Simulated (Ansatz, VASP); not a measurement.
# One calculation of BN, two programs

INCAR

```
SYSTEM = BN
  ALGO = Normal
  EDIFF = 1E-6
  ENCUT = 520
  GGA = PE
  ISIF = 2
  ISMEAR = 0
  LASPH = .True.
  LCHARG = .False.
  LREAL = .False.
  LWAVE = .False.
  NBANDS = 36
  NELM = 60
  PREC = Accurate
  SIGMA = 0.05
```

KPOINTS

```
k-points
0
Gamma
  10 10 2
  0 0 0
```

POSCAR

```
BN
1.0
   -2.5545800960      0.0000000000      0.0000000000
   -1.2772900480     -2.2123312592      0.0000000000
   -2.2351298550     -1.2904528235     12.6735436055
B N
6 6
Direct
    0.5330217767      0.5330217767      0.2291186182
    0.3385884433      0.3385884433      0.5624519516
    0.1441551100      0.1441551100      0.8957852849
    0.2969051100      0.2969051100      0.0624519516
    0.1024717767      0.1024717767      0.3957852849
   -0.0919615567     -0.0919615567      0.7291186182
    0.6058587800      0.6058587800      0.1042480484
    0.4114254467      0.4114254467      0.4375813818
    0.2169921133      0.2169921133      0.7709147151
   -0.2135578867     -0.2135578867      0.9375813818
    0.1753087800      0.1753087800      0.2709147151
   -0.0191245533     -0.0191245533      0.6042480484
```

Input for Ansatz:

```yaml
crystal:
  lattice:
    - [-2.554580096, 0.0, 0.0]
    - [-1.277290048, -2.2123312592, 0.0]
    - [-2.235129855, -1.2904528235, 12.6735436055]
  atoms:
    - { symbol: B, position: [0.5330217767, 0.5330217767, 0.2291186182] }
    - { symbol: B, position: [0.3385884433, 0.3385884433, 0.5624519516] }
    - { symbol: B, position: [0.14415511, 0.14415511, 0.8957852849] }
    - { symbol: B, position: [0.29690511, 0.29690511, 0.0624519516] }
    - { symbol: B, position: [0.1024717767, 0.1024717767, 0.3957852849] }
    - { symbol: B, position: [-0.0919615567, -0.0919615567, 0.7291186182] }
    - { symbol: "N", position: [0.60585878, 0.60585878, 0.1042480484] }
    - { symbol: "N", position: [0.4114254467, 0.4114254467, 0.4375813818] }
    - { symbol: "N", position: [0.2169921133, 0.2169921133, 0.7709147151] }
    - { symbol: "N", position: [-0.2135578867, -0.2135578867, 0.9375813818] }
    - { symbol: "N", position: [0.17530878, 0.17530878, 0.2709147151] }
    - { symbol: "N", position: [-0.0191245533, -0.0191245533, 0.6042480484] }
basis:
  ecutwfc: 420
kpoints:
  mp_grid: { grid: [10, 10, 2] }
hamiltonian:
  xc: pbe
scf:
  occupations: { method: gaussian, width: 0.05 }
output:
  forces: true
  stress: true
  eigenvalues: true
```

Alike in both runs: task single point; functional PBE; k mesh 10 × 10 × 2; occupations gaussian, width 0.05 eV; no spin polarisation.

```csv
,VASP,Ansatz
version,VASP 6.6.1,Ansatz 0.2.0
potentials or method,"VASP PAW PBE potentials, release 64 (B, N), cutoff 520 eV","scalar-relativistic, plane waves, PAW"
valence electrons in the cell,48,48
```

```tsv
	VASP	Ansatz	Ansatz less VASP
gap on the k mesh at the Fermi level (eV)	2.36	2.36	+0.003
least direct gap on the mesh (eV)	3.07	3.07	+0.006
pressure (GPa)	3.2	2.9	-0.22
traceless stress, the component that is largest in VASP (GPa)	17.05	17.13	+0.084
rms of the force components (eV/Å)	0.822	0.823	+0.0013
```

Atom by atom the forces differ by 0.003 eV/Å (rms over components). The functional is the same, so the differences come from potentials, cutoffs and numerics.
